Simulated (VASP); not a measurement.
# K (Im-3m) in VASP: a series of runs

Runs on K. Level: PBEsol. Tasks: single point.

All numbers are computed with VASP 6.6.1; they aren't measurements. Logs are shortened: lines on timing, memory, paths and dates and some standing lists are left out, and cuts for length are marked.

### 1 The cell of the first run

It takes space group Im-3m (No. 229, cubic). The conventional cell has a = 5.431 Å, b = 5.431 Å, c = 5.431 Å, α = 90.00°, β = 90.00°, γ = 90.00°.

### 2 Single point, PBEsol (volume scaled by 1.02)

INCAR

```
SYSTEM = K
ALGO = Normal
EDIFF = 1E-6
ENCUT = 500
GGA = PS
GGA_COMPAT = .FALSE.
ISIF = 2
ISMEAR = -1
LASPH = .TRUE.
LCHARG = .FALSE.
LREAL = .FALSE.
LWAVE = .FALSE.
NBANDS = 10
NELM = 120
PREC = Accurate
SIGMA = 0.05
```

KPOINTS

```
k-points
0
G
  10 10 10
  0 0 0
```

POSCAR

```
K
1.0
   -2.7154236633      2.7154236633      2.7154236633
    2.7154236633     -2.7154236633      2.7154236633
    2.7154236633      2.7154236633     -2.7154236633
K
1
Direct
    0.0000000000      0.0000000000      0.0000000000
```

Potentials or basis: VASP PAW PBE potentials, release 64 (K_sv).

Run with:

```sh
> cat potpaw_PBE.64/K_sv/POTCAR > POTCAR
> mpirun -np 1 vasp_std > vasp.out
```

OUTCAR:

```text
SYSTEM = K
   EDIFF = 1E-6
   ENCUT = 500
   GGA = PS
   ISIF = 2
   ISMEAR = -1
   LASPH = .TRUE.
   LREAL = .FALSE.
   NELM = 120
   PREC = Accurate

 ion  position               nearest neighbor table
   1  0.000  0.000  0.000-

  LATTYP: Found a body centered cubic cell.
 ALAT       =     5.4308473266

  Lattice vectors:

 A1 = (  -2.7154236633,   2.7154236633,   2.7154236633)
 A2 = (   2.7154236633,  -2.7154236633,   2.7154236633)
 A3 = (   2.7154236633,   2.7154236633,  -2.7154236633)

Analysis of symmetry for initial positions (statically):
=====================================================================
 Subroutine PRICEL returns:
 Original cell was already a primitive cell.

 Routine SETGRP: Setting up the symmetry group for a
 body centered cubic supercell.

 Subroutine GETGRP returns: Found 48 space group operations
 (whereof 48 operations were pure point group operations)
 out of a pool of 48 trial point group operations.

The static configuration has the point symmetry O_h .

Analysis of symmetry for dynamics (positions and initial velocities):
=====================================================================
 Subroutine PRICEL returns:
 Original cell was already a primitive cell.

 Routine SETGRP: Setting up the symmetry group for a
 body centered cubic supercell.

 Subroutine GETGRP returns: Found 48 space group operations
 (whereof 48 operations were pure point group operations)
 out of a pool of 48 trial point group operations.

The dynamic configuration has the point symmetry O_h .

 Subroutine INISYM returns: Found 48 space group operations
 (whereof 48 operations are pure point group operations),
 and found     1 'primitive' translations

----------------------------------------------------------------------------------------

                                     Primitive cell

  volume of cell :      80.0890

  direct lattice vectors                    reciprocal lattice vectors
    -2.715423663  2.715423663  2.715423663     0.000000000  0.184133329  0.184133329
     2.715423663 -2.715423663  2.715423663     0.184133329  0.000000000  0.184133329
     2.715423663  2.715423663 -2.715423663     0.184133329  0.184133329  0.000000000

  length of vectors
     4.703251749  4.703251749  4.703251749     0.260403852  0.260403852  0.260403852
[... 75 lines left out ...]
   LSORBIT =      F    spin-orbit coupling
   LASPH  =      T    aspherical Exc in radial PAW
   ENCUT  =  500.0 eV  36.75 Ry    6.06 a.u.   8.58  8.58  8.58*2*pi/ulx,y,z
   NELM   =    120;   NELMIN=  2; NELMDL= -5     # of ELM steps
   EDIFF  = 0.1E-05   stopping-criterion for ELM
   LREAL  =      F    real-space projection
   EDIFFG = 0.1E-04   stopping-criterion for IOM
   NSW    =      0    number of steps for IOM
   IBRION =     -1    ionic relax: 0-MD 1-quasi-New 2-CG
   NFREE  =      0    steps in history (QN), initial steepest desc. (CG)
   ISIF   =      2    stress and relaxation
   ISYM   =      2    0-nonsym 1-usesym 2-fastsym
   POTIM  = 0.5000    time-step for ionic-motion
   TEBEG  =    0.0;   TEEND  =   0.0 temperature during run
   PSTRESS=    0.0 pullay stress
   NELECT =       9.0000    total number of electrons
   NUPDOWN=      -1.0000    fix difference up-down
   EMIN   =  10.00;   EMAX   =-10.00  energy-range for DOS
   EFERMI =   0.00;   METHOD = LEGACY
   ISMEAR =    -1;   SIGMA  =   0.05  broadening in eV -4-tet -1-fermi 0-gaus
   EFERMI_NEDOS =   21; number of points for ismear=-14 and -15
   IALGO  =     38    algorithm
   IMIX   =      4    mixing-type and parameters
     AMIX     =   0.40;   BMIX     =  1.00
     AMIX_MAG =   1.60;   BMIX_MAG =  1.00
  volume/ion in A,a.u.               =      80.09       540.47
  Fermi-wavevector in a.u.,A,eV,Ry     =   0.790008  1.492898  8.491565  0.624112
  Thomas-Fermi vector in A             =   1.895263
   LORBIT       =      0    0 simple, 1 ext, 2 COOP (PROOUT), +10 PAW based schemes
   GGA     = PS    functional components
   LHFCALC =     F    Hartree Fock is set to
   AEXX    =    0.0000 exact exchange contribution
   IVDW    =     0    specifies the selected vdW correction
   LEPSILON=     F    determine dielectric tensor
   LRPA    =     F    only Hartree local field effects (RPA)
 non-spin polarized calculation
  energy-cutoff  :      500.00
  volume of cell :       80.09
 maximum number of plane-waves:      2093
 NGX is ok and might be reduce to    36
   NGX = 17   NGY = 17   NGZ = 17

 number of electron       8.9999998 magnetization

 Free energy of the ion-electron system (eV)
  ---------------------------------------------------
  ext. energy  EPLUGINS =         0.00000000
  ---------------------------------------------------
  free energy    TOTEN  =        -1.12337236 eV

  energy without entropy =       -1.11520002  energy(sigma->0) =       -1.11928619

 E-fermi :  -0.3401     XC(G=0):  -5.4892

 val. band max:       -0.3490500938   @ k =   0.3000   0.2000   0.0000
 cond. band min:      -0.2559304294   @ k =  -0.4000   0.4000   0.2000
 fundamental gap:      0.0931196644
 Fermi energy:        -0.3400616980

 k-point     1 :       0.0000    0.0000    0.0000
  band No.  band energies     occupation
      1     -32.3928      2.00000
      2     -15.9070      2.00000
      3     -15.9070      2.00000
      4     -15.9070      2.00000
      5      -2.3779      2.00000
      6       3.8705      0.00000
      7       3.8705      0.00000
      8       3.8705      0.00000
      9       4.7388      0.00000
     10       4.7388      0.00000
[... 287 lines left out ...]
 k-point    24 :      -0.3000    0.3000    0.1000
  band No.  band energies     occupation
      1     -32.3907      2.00000
      2     -15.9394      2.00000
      3     -15.9201      2.00000
      4     -15.9107      2.00000
      5      -1.2651      2.00000
      6       2.1258      0.00000
      7       3.0696      0.00000
      8       3.8997      0.00000
      9       4.6578      0.00000
     10       5.0812      0.00000

 [... further k-points ...]
[... 5 lines left out ...]
  --------------------------------------------------------------------------------------
  -------------------------------------------------------------------------------------
  Total       -0.1827008     -0.1827008     -0.1827008     -0.0000000     -0.0000000      0.0000000
  in kB       -3.6549233     -3.6549233     -3.6549233     -0.0000000     -0.0000000      0.0000000
  external PRESSURE =      -3.6549233 kB  Pullay stress =       0.0000000 kB

 VOLUME and BASIS-vectors are now :
 -----------------------------------------------------------------------------
  energy-cutoff  :      500.00
  volume of cell :       80.09
      direct lattice vectors                 reciprocal lattice vectors
    -2.715423663  2.715423663  2.715423663     0.000000000  0.184133329  0.184133329
     2.715423663 -2.715423663  2.715423663     0.184133329  0.000000000  0.184133329
     2.715423663  2.715423663 -2.715423663     0.184133329  0.184133329  0.000000000

 POSITION                                       TOTAL-FORCE (eV/Angst)
 -----------------------------------------------------------------------------------
      0.00000      0.00000      0.00000        -0.000000      0.000000     -0.000000
 -----------------------------------------------------------------------------------
    total drift:                               -0.000000      0.000000      0.000000

  FREE ENERGIE OF THE ION-ELECTRON SYSTEM (eV)
  ---------------------------------------------------
  free  energy   TOTEN  =        -1.1233723615 eV

  energy  without entropy=       -1.1152000236  energy(sigma->0) =       -1.11928619
```

stdout:

```text
POSCAR found type information on POSCAR K
 POSCAR found :  1 types and       1 ions
 scaLAPACK will be used
 -----------------------------------------------------------------------------
|                                                                             |
|                                                                             |
|     You enforced a specific xc type in the INCAR file but a different       |
|     I HOPE YOU KNOW WHAT YOU ARE DOING!                                     |
|                                                                             |
 -----------------------------------------------------------------------------

 LDA part: xc-table for (Slater+PW92), standard interpolation
 POSCAR, INCAR and KPOINTS ok, starting setup
 FFT: planning ... GRIDC
 FFT: planning ... GRID_SOFT
 FFT: planning ... GRID
 WAVECAR not read
 entering main loop
```

Run time: 13 s. Hardware: 1 thread of Intel Xeon 6975P-C (Granite Rapids), shared host; peak memory 0.2 GiB.

Results:

| Item | Value |
| --- | --- |
| Free energy | -1.1234 eV |
| Pressure | -0.4 GPa |

Caveat: the PAW data sets were made with another functional, which shifts forces and pressure a little.

### 3 Single point, PBEsol (volume scaled by 1.04)

INCAR

```
SYSTEM = K
PREC = Accurate
ENCUT = 500
EDIFF = 1E-6
ISMEAR = -1
SIGMA = 0.05
LREAL = .FALSE.
LASPH = .TRUE.
NELM = 120
ALGO = Normal
ISIF = 2
LWAVE = .FALSE.
LCHARG = .FALSE.
GGA = PS
NBANDS = 10
GGA_COMPAT = .FALSE.
```

KPOINTS

```
Automatic mesh
0
G
  10 10 10
  0 0 0
```

POSCAR

```
K
1.0
   -2.7330567786      2.7330567786      2.7330567786
    2.7330567786     -2.7330567786      2.7330567786
    2.7330567786      2.7330567786     -2.7330567786
K
1
Direct
    0.0000000000      0.0000000000      0.0000000000
```

Potentials or basis: VASP PAW PBE potentials, release 64 (K_sv).

Run with:

```sh
> cat potpaw_PBE.64/K_sv/POTCAR > POTCAR
> mpirun -np 1 vasp_std > vasp.out
```

Wall time 12 s (1 thread of Intel Xeon 6975P-C (Granite Rapids), shared host); peak memory 0.2 GiB.

The run converged. Its results:

```yaml
Free_energy: -1.1197 eV
Pressure: -0.4 GPa
```

Levels at points of the mesh, in eV from the Fermi level:
```tsv
k point	band 3	band 4	band 5	band 6	band 7	band 8
(0.00, 0.00, 0.00)	-15.58	-15.58	-2.01	4.19	4.19	4.19
(0.50, 0.00, 0.00)	-15.60	-15.58	0.44	0.64	3.12	4.65
(0.50, 0.50, 0.50)	-15.62	-15.62	1.72	1.72	3.20	3.20
```

Caveat: the PAW data sets were made with another functional, which shifts forces and pressure a little.
